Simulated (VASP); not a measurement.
# Al (Fm-3m) in VASP: a series of runs

Runs on Al. Level: PBE. Tasks: relaxation of cell and atoms, single point.

Everything below comes from runs of VASP 6.6.1. Logs are shortened: lines on timing, memory, paths and dates and some standing lists are left out, and cuts for length are marked.

## (1) The cell of the first run

It takes space group Fm-3m (No. 225, cubic). Conventional cell: a = 4.050 Å, b = 4.050 Å, c = 4.050 Å, α = 90.00°, β = 90.00°, γ = 90.00°. Within 3.8 Å of Al (site symmetry m-3m) lie 12 Al at 2.86 Å.

## (2) Relaxation of cell and atoms, PBE

Contents of INCAR:

```
ALGO = Normal
EDIFF = 1E-6
EDIFFG = -0.005
ENCUT = 600
GGA = PE
IBRION = 2
ISIF = 3
ISMEAR = 0
LASPH = True
LCHARG = False
LREAL = False
LWAVE = False
NELM = 60
NSW = 100
PREC = Accurate
SIGMA = 0.1
```

Contents of KPOINTS:

```
k-points
0
Gamma
  18 18 18
```

Contents of POSCAR:

```
Al
1.0
    0.0000000000      2.0248050000      2.0248050000
    2.0248050000      0.0000000000      2.0248050000
    2.0248050000      2.0248050000      0.0000000000
Al
1
Direct
    0.0000000000      0.0000000000      0.0000000000
```

Potentials or basis: VASP PAW PBE potentials, release 64 (Al).

Launch:

```
cat potpaw_PBE.64/Al/POTCAR > POTCAR
mpirun -np 1 vasp_std > vasp.out
```

OUTCAR:

```text
EDIFF = 1E-6
   EDIFFG = -0.005
   ENCUT = 600
   GGA = PE
   IBRION = 2
   ISIF = 3
   ISMEAR = 0
   LASPH = True
   LREAL = False
   NELM = 60
   NSW = 100
   PREC = Accurate

 ion  position               nearest neighbor table
   1  0.000  0.000  0.000-

  LATTYP: Found a face centered cubic cell.
 ALAT       =     4.0496100000

  Lattice vectors:

 A1 = (   0.0000000000,   2.0248050000,   2.0248050000)
 A2 = (   2.0248050000,   0.0000000000,   2.0248050000)
 A3 = (   2.0248050000,   2.0248050000,   0.0000000000)

Analysis of symmetry for initial positions (statically):
=====================================================================
 Subroutine PRICEL returns:
 Original cell was already a primitive cell.

 Routine SETGRP: Setting up the symmetry group for a
 face centered cubic supercell.

 Subroutine GETGRP returns: Found 48 space group operations
 (whereof 48 operations were pure point group operations)
 out of a pool of 48 trial point group operations.

The static configuration has the point symmetry O_h .

Analysis of symmetry for dynamics (positions and initial velocities):
=====================================================================
 Subroutine PRICEL returns:
 Original cell was already a primitive cell.

 Routine SETGRP: Setting up the symmetry group for a
 face centered cubic supercell.

 Subroutine GETGRP returns: Found 48 space group operations
 (whereof 48 operations were pure point group operations)
 out of a pool of 48 trial point group operations.

The dynamic configuration has the point symmetry O_h .

 Subroutine INISYM returns: Found 48 space group operations
 (whereof 48 operations are pure point group operations),
 and found     1 'primitive' translations

----------------------------------------------------------------------------------------

                                     Primitive cell

  volume of cell :      16.6027

  direct lattice vectors                    reciprocal lattice vectors
     0.000000000  2.024805000  2.024805000    -0.246937359  0.246937359  0.246937359
     2.024805000  0.000000000  2.024805000     0.246937359 -0.246937359  0.246937359
     2.024805000  2.024805000  0.000000000     0.246937359  0.246937359 -0.246937359

  length of vectors
     2.863506692  2.863506692  2.863506692     0.427708053  0.427708053  0.427708053

  position of ions in fractional coordinates (direct lattice)
     0.000000000  0.000000000  0.000000000

  ion indices of the primitive-cell ions
   primitive index   ion index
                 1           1

----------------------------------------------------------------------------------------

 KPOINTS: k-points

Automatic generation of k-mesh.
 Grid dimensions read from file:
 generate k-points for:   18   18   18

 Generating k-lattice:

  Cartesian coordinates                     Fractional coordinates (reciprocal lattice)
    -0.013718742  0.013718742  0.013718742     0.055555556  0.000000000  0.000000000
     0.013718742 -0.013718742  0.013718742     0.000000000  0.055555556  0.000000000
     0.013718742  0.013718742 -0.013718742     0.000000000  0.000000000  0.055555556

  Length of vectors
     0.023761558  0.023761558  0.023761558

  Shift w.r.t. Gamma in fractional coordinates (k-lattice)
     0.000000000  0.000000000  0.000000000

 Subroutine IBZKPT returns following result:
 ===========================================

 Found    195 irreducible k-points:

 Following reciprocal coordinates:
            Coordinates               Weight
  0.000000  0.000000  0.000000      1.000000
  0.055556  0.000000  0.000000      8.000000
  0.111111  0.000000  0.000000      8.000000
  0.166667  0.000000  0.000000      8.000000
  0.222222  0.000000  0.000000      8.000000
  0.277778  0.000000  0.000000      8.000000
[... 16 lines left out ...]
 -0.277778  0.055556  0.000000     24.000000
 -0.222222  0.055556  0.000000     24.000000
 [... further k-points ...]
   k-points           NKPTS =    195   k-points in BZ     NKDIM =    195   number of bands    NBANDS=      5
   number of dos      NEDOS =    301   number of ions     NIONS =      1
   total plane-waves  NPLWV =  13824
   dimension x,y,z NGX =    24 NGY =   24 NGZ =   24
   dimension x,y,z NGXF=    48 NGYF=   48 NGZF=   48
   ions per type =               1
   NGX,Y,Z   is equivalent  to a cutoff of  13.93, 13.93, 13.93 a.u.
   NGXF,Y,Z  is equivalent  to a cutoff of  27.87, 27.87, 27.87 a.u.
 SYSTEM =  unknown system
   PREC   = accura    normal or accurate (medium, high low for compatibility)
   ISTART =      0    job   : 0-new  1-cont  2-samecut
   ICHARG =      2    charge: 1-file 2-atom 10-const
   ISPIN  =      1    spin polarized calculation?
   LNONCOLLINEAR =      F non collinear calculations
   LSORBIT =      F    spin-orbit coupling
   LASPH  =      T    aspherical Exc in radial PAW
   ENCUT  =  600.0 eV  44.10 Ry    6.64 a.u.   5.72  5.72  5.72*2*pi/ulx,y,z
   NELM   =     60;   NELMIN=  2; NELMDL= -5     # of ELM steps
   EDIFF  = 0.1E-05   stopping-criterion for ELM
   LREAL  =      F    real-space projection
   EDIFFG = -.5E-02   stopping-criterion for IOM
   NSW    =    100    number of steps for IOM
   IBRION =      2    ionic relax: 0-MD 1-quasi-New 2-CG
   NFREE  =      1    steps in history (QN), initial steepest desc. (CG)
   ISIF   =      3    stress and relaxation
   ISYM   =      2    0-nonsym 1-usesym 2-fastsym
   POTIM  = 0.5000    time-step for ionic-motion
   TEBEG  =    0.0;   TEEND  =   0.0 temperature during run
   PSTRESS=    0.0 pullay stress
   NELECT =       3.0000    total number of electrons
   NUPDOWN=      -1.0000    fix difference up-down
   EMIN   =  10.00;   EMAX   =-10.00  energy-range for DOS
   EFERMI =   0.00;   METHOD = LEGACY
   ISMEAR =     0;   SIGMA  =   0.10  broadening in eV -4-tet -1-fermi 0-gaus
   EFERMI_NEDOS =   21; number of points for ismear=-14 and -15
   IALGO  =     38    algorithm
   IMIX   =      4    mixing-type and parameters
     AMIX     =   0.40;   BMIX     =  1.00
     AMIX_MAG =   1.60;   BMIX_MAG =  1.00
  volume/ion in A,a.u.               =      16.60       112.04
  Fermi-wavevector in a.u.,A,eV,Ry     =   0.925526  1.748991 11.654733  0.856599
  Thomas-Fermi vector in A             =   2.051390
   LORBIT       =      0    0 simple, 1 ext, 2 COOP (PROOUT), +10 PAW based schemes
   GGA     = PE    functional components
   LHFCALC =     F    Hartree Fock is set to
   AEXX    =    0.0000 exact exchange contribution
   IVDW    =     0    specifies the selected vdW correction
   LEPSILON=     F    determine dielectric tensor
   LRPA    =     F    only Hartree local field effects (RPA)
 conjugate gradient relaxation of ions
 non-spin polarized calculation
 Gauss-broadening in eV      SIGMA  =   0.10
  energy-cutoff  :      600.00
  volume of cell :       16.60
 maximum number of plane-waves:       568
   NGX = 11   NGY = 11   NGZ = 11

--------------------------------------- Ionic step        1  -------------------------------------------

 number of electron       3.0000000 magnetization

 Free energy of the ion-electron system (eV)
  ---------------------------------------------------
  ext. energy  EPLUGINS =         0.00000000
  ---------------------------------------------------
  free energy    TOTEN  =        -3.74443687 eV

  energy without entropy =       -3.74155863  energy(sigma->0) =       -3.74299775

------------------------ aborting loop because EDIFF is reached ----------------------------------------

  FORCE on cell =-STRESS in cart. coord.  units (eV):
  Direction    XX          YY          ZZ          XY          YZ          ZX
  --------------------------------------------------------------------------------------
  -------------------------------------------------------------------------------------
  Total       -0.0515894     -0.0515894     -0.0515894      0.0000000     -0.0000000     -0.0000000
  in kB       -4.9784228     -4.9784228     -4.9784228      0.0000000     -0.0000000     -0.0000000
  external PRESSURE =      -4.9784228 kB  Pullay stress =       0.0000000 kB
[... 55 lines left out ...]
  energy  without entropy=       -3.7416736986  energy(sigma->0) =       -3.74314004

--------------------------------------- Ionic step        3  -------------------------------------------

 number of electron       3.0000000 magnetization

 Free energy of the ion-electron system (eV)
  ---------------------------------------------------
  ext. energy  EPLUGINS =         0.00000000
  ---------------------------------------------------
  free energy    TOTEN  =        -3.74460946 eV

  energy without entropy =       -3.74168253  energy(sigma->0) =       -3.74314600

 E-fermi :   7.9954     XC(G=0): -10.1981

 val. band max:        7.9888397356   @ k =  -0.2778   0.2778   0.0556
 cond. band min:       7.9960103963   @ k =  -0.2778   0.5000   0.2222
 fundamental gap:      0.0071706607
 Fermi energy:         7.9954064504

 k-point     1 :       0.0000    0.0000    0.0000
  band No.  band energies     occupation
      1      -3.1330      2.00000
      2      20.6256      0.00000
      3      20.6256      0.00000
      4      20.6256      0.00000
      5      22.1205      0.00000

 k-point     2 :       0.0556    0.0000    0.0000
  band No.  band energies     occupation
      1      -3.0490      2.00000
      2      19.1080      0.00000
      3      20.3139      0.00000
      4      20.3139      0.00000
      5      22.5629      0.00000
[... 169 lines left out ...]
 k-point    24 :      -0.2222    0.0556    0.0000
  band No.  band energies     occupation
      1      -1.4913      2.00000
      2      11.8459      0.00000
      3      17.2914      0.00000
      4      20.1436      0.00000
      5      21.8894      0.00000

 [... further k-points ...]

------------------------ aborting loop because EDIFF is reached ----------------------------------------

  FORCE on cell =-STRESS in cart. coord.  units (eV):
  Direction    XX          YY          ZZ          XY          YZ          ZX
  --------------------------------------------------------------------------------------
  -------------------------------------------------------------------------------------
  Total        0.0005613      0.0005613      0.0005613      0.0000000      0.0000000      0.0000000
  in kB        0.0545261      0.0545261      0.0545261      0.0000000      0.0000000      0.0000000
  external PRESSURE =       0.0545261 kB  Pullay stress =       0.0000000 kB
[... 16 lines left out ...]
  FREE ENERGIE OF THE ION-ELECTRON SYSTEM (eV)
  ---------------------------------------------------
  free  energy   TOTEN  =        -3.7446094616 eV

  energy  without entropy=       -3.7416825310  energy(sigma->0) =       -3.74314600

 reached required accuracy - stopping structural energy minimisation
```

Run time: 6.6 s. Hardware: 1 thread of Intel Xeon 6975P-C (Granite Rapids), shared host; peak memory 0.15 GiB.

What came out:

- Free energy: -3.7446 eV
- Relaxed volume: 16.49 Å³/atom
- Relaxed cell: a = 2.857 Å, b = 2.857 Å, c = 2.857 Å, α = 60.00°, β = 60.00°, γ = 60.00°
- Space group after relaxing (to 0.05 Å): Fm-3m (No. 225)
- Energy gained by relaxing: 0.2 meV/atom
- Ionic steps: 3
- Pressure after relaxing: 0.0 GPa

Step by step:
```
step  energy change (eV)  largest force (eV/Å)  pressure (GPa)  volume (Å³)
   1              0.0000                0.0000           -0.50        16.60
   2             -0.0002                0.0000            0.07        16.48
   3             -0.0002                0.0000            0.01        16.49
```

Final structure:
```
Al
1.0
     0.00000    2.02035    2.02035
     2.02035    0.00000    2.02035
     2.02035    2.02035    0.00000
Al
1
Direct
  0.00000 0.00000 0.00000
```

## (3) Single point, PBE

This run uses another cell than the first one, of 16.51 Å³/atom, 0.995 times its volume.

Contents of INCAR:

```
PREC     = Accurate       # precision mode
ENCUT    = 520            # plane-wave cutoff, eV
EDIFF    = 1E-6           # SCF threshold, eV
ISMEAR   = -1             # smearing method
SIGMA    = 0.15           # smearing width, eV
LREAL    = F              # projectors in reciprocal space
LASPH    = T              # aspherical terms in the spheres
NELM     = 100            # most SCF steps
ALGO     = Fast           # electronic algorithm
ISIF     = 2              # what is computed and relaxed
LWAVE    = F              # write WAVECAR
LCHARG   = T              # write CHGCAR
GGA      = PE             # functional
LELF     = T              # ELF
LVHAR    = T            
NBANDS   = 8              # bands
```

Contents of KPOINTS:

```
Automatic mesh
0
Gamma
  20 20 20
```

Contents of POSCAR:

```
Al
1.0
    0.0000000000      2.0212014630      2.0212014630
    2.0212014630      0.0000000000      2.0212014630
    2.0212014630      2.0212014630      0.0000000000
Al
1
Direct
    0.0000000000      0.0000000000      0.0000000000
```

Potentials or basis: VASP PAW PBE potentials, release 64 (Al).

Launch:

```
cat potpaw_PBE.64/Al/POTCAR > POTCAR
mpirun -np 1 vasp_std > vasp.out
```

OUTCAR:

```text
PREC = Accurate
   ENCUT = 520
   EDIFF = 1E-6
   ISMEAR = -1
   LREAL = F
   LASPH = T
   NELM = 100
   ISIF = 2
   GGA = PE

 ion  position               nearest neighbor table
   1  0.000  0.000  0.000-

  LATTYP: Found a face centered cubic cell.
 ALAT       =     4.0424029260

  Lattice vectors:

 A1 = (   0.0000000000,   2.0212014630,   2.0212014630)
 A2 = (   2.0212014630,   0.0000000000,   2.0212014630)
 A3 = (   2.0212014630,   2.0212014630,   0.0000000000)

Analysis of symmetry for initial positions (statically):
=====================================================================
 Subroutine PRICEL returns:
 Original cell was already a primitive cell.

 Routine SETGRP: Setting up the symmetry group for a
 face centered cubic supercell.

 Subroutine GETGRP returns: Found 48 space group operations
 (whereof 48 operations were pure point group operations)
 out of a pool of 48 trial point group operations.

The static configuration has the point symmetry O_h .

Analysis of symmetry for dynamics (positions and initial velocities):
[... 153 lines left out ...]
  ---------------------------------------------------
  free energy    TOTEN  =        -3.76079084 eV

  energy without entropy =       -3.73054690  energy(sigma->0) =       -3.74566887

 E-fermi :   8.0110     XC(G=0): -10.1936

 val. band max:        7.9919628021   @ k =  -0.4500   0.4500   0.1000
 cond. band min:       8.0237353383   @ k =  -0.3500   0.3500   0.0000
 fundamental gap:      0.0317725363
 Fermi energy:         8.0109670199

 k-point     1 :       0.0000    0.0000    0.0000
  band No.  band energies     occupation
      1      -3.1374      2.00000
      2      20.6053      0.00000
      3      20.6053      0.00000
      4      20.6053      0.00000
      5      22.0908      0.00000
      6      22.0908      0.00000
      7      22.0908      0.00000
      8      24.4503      0.00000
[... 243 lines left out ...]
 k-point    24 :      -0.3500    0.0500    0.0000
  band No.  band energies     occupation
      1       0.5296      2.00000
      2       7.4456      1.95489
      3      17.3063      0.00000
      4      19.7995      0.00000
      5      19.9595      0.00000
      6      21.2591      0.00000
      7      22.9159      0.00000
      8      25.4957      0.00000

 [... further k-points ...]
[... 5 lines left out ...]
  --------------------------------------------------------------------------------------
  -------------------------------------------------------------------------------------
  Total       -0.0048708     -0.0048708     -0.0048708      0.0000000      0.0000000     -0.0000000
  in kB       -0.4725541     -0.4725541     -0.4725541      0.0000000      0.0000000     -0.0000000
  external PRESSURE =      -0.4725541 kB  Pullay stress =       0.0000000 kB

 VOLUME and BASIS-vectors are now :
 -----------------------------------------------------------------------------
  energy-cutoff  :      520.00
  volume of cell :       16.51
      direct lattice vectors                 reciprocal lattice vectors
     0.000000000  2.021201463  2.021201463    -0.247377616  0.247377616  0.247377616
     2.021201463  0.000000000  2.021201463     0.247377616 -0.247377616  0.247377616
     2.021201463  2.021201463  0.000000000     0.247377616  0.247377616 -0.247377616

 POSITION                                       TOTAL-FORCE (eV/Angst)
 -----------------------------------------------------------------------------------
      0.00000      0.00000      0.00000         0.000000      0.000000      0.000000
 -----------------------------------------------------------------------------------
    total drift:                               -0.000000      0.000000      0.000000

  FREE ENERGIE OF THE ION-ELECTRON SYSTEM (eV)
  ---------------------------------------------------
  free  energy   TOTEN  =        -3.7607908356 eV

  energy  without entropy=       -3.7305468958  energy(sigma->0) =       -3.74566887
```

stdout:

```text
POSCAR found type information on POSCAR Al
 POSCAR found :  1 types and       1 ions
 scaLAPACK will be used
 LDA part: xc-table for (Slater+PW92), standard interpolation
 POSCAR, INCAR and KPOINTS ok, starting setup
 FFT: planning ... GRIDC
 FFT: planning ... GRID_SOFT
 FFT: planning ... GRID
 WAVECAR not read
 entering main loop
```

It took 9 s on 1 thread of Intel Xeon 6975P-C (Granite Rapids), shared host; peak memory 0.15 GiB.

What came out:

```
Free energy : -3.7608 eV
Pressure    : 0.0 GPa
```

Levels at points of the mesh, in eV from the Fermi level:
```csv
k point,band 1,band 2,band 3,band 4,band 5,band 6
"(0.00, 0.00, 0.00)",-11.15,12.59,12.59,12.59,14.08,14.08
"(0.50, 0.00, 0.00)",-4.61,-4.40,11.38,11.38,11.44,11.44
"(0.50, 0.50, 0.00)",-2.94,-1.62,5.24,5.57,5.57,9.04
```

## (4) Relaxation of cell and atoms, PBE

This run uses another cell than the first one, of 16.50 Å³/atom, 0.994 times its volume.

Contents of INCAR:

```
SYSTEM = Al
PREC = Accurate
ENCUT = 600
EDIFF = 1E-6
ISMEAR = -1
SIGMA = 0.15
LREAL = .FALSE.
LASPH = .TRUE.
NELM = 80
ALGO = Fast
ISIF = 3
LWAVE = .FALSE.
LCHARG = .FALSE.
GGA = PE
IBRION = 2
NSW = 80
EDIFFG = -0.001
```

Contents of KPOINTS:

```
regular mesh
0
G
  20 20 20
  0 0 0
```

Contents of POSCAR:

```
Al
1.0
    0.0000000000      2.0207284053      2.0207284053
    2.0207284053      0.0000000000      2.0207284053
    2.0207284053      2.0207284053      0.0000000000
Al
1
Direct
    0.0000000000      0.0000000000      0.0000000000
```

Launch:

```
cat potpaw_PBE.64/Al/POTCAR > POTCAR
mpirun -np 1 vasp_std > vasp.out
```

Run time: 5.3 s. Hardware: 1 thread of Intel Xeon 6975P-C (Granite Rapids), shared host; peak memory 0.15 GiB.

The run converged. Its results:

| Item | Value |
| --- | --- |
| Free energy | -3.7609 eV |
| Pressure after relaxing | 0.0 GPa |

Final structure:
```
CELL_PARAMETERS angstrom
0.00000 2.02073 2.02073
2.02073 0.00000 2.02073
2.02073 2.02073 0.00000
ATOMIC_POSITIONS crystal
Al 0.00000 0.00000 0.00000
```

Levels at points of the mesh, in eV from the Fermi level:
| k point | band 1 | band 2 | band 3 | band 4 |
| --- | --- | --- | --- | --- |
| (0.00, 0.00, 0.00) | -11.15 | 12.60 | 12.60 | 12.60 |
| (0.50, 0.00, 0.00) | -4.61 | -4.40 | 11.39 | 11.43 |
| (0.50, 0.50, 0.00) | -2.94 | -1.62 | 5.24 | 5.57 |

Caveat: the relaxation stopped at its first step, so nothing moved.

## (5) Overview

| task | cell | k mesh | cutoff (eV) | smearing | gap on the mesh (eV) | pressure (GPa) |
| --- | --- | --- | --- | --- | --- | --- |
| relaxation of cell and atoms | relaxed from a = 2.864 Å, angles 60.0°, 1 atom | 18 × 18 × 18 | 600 | gaussian 0.1 eV | none | 0.0 |
| single point | a = 2.858 Å, angles 60.0°, 1 atom | 20 × 20 × 20 | 520 | fermi-dirac 0.15 eV | none | 0.0 |
| relaxation of cell and atoms | relaxed from a = 2.858 Å, angles 60.0°, 1 atom | 20 × 20 × 20 | 600 | fermi-dirac 0.15 eV | none | 0.0 |

Alike in all rows: level PBE; potentials or basis VASP PAW PBE potentials, release 64 (Al); no spin polarisation.

Caveats: the relaxation stopped at its first step, so nothing moved (some runs).

Absolute energies hang on the potentials; compare differences alone.
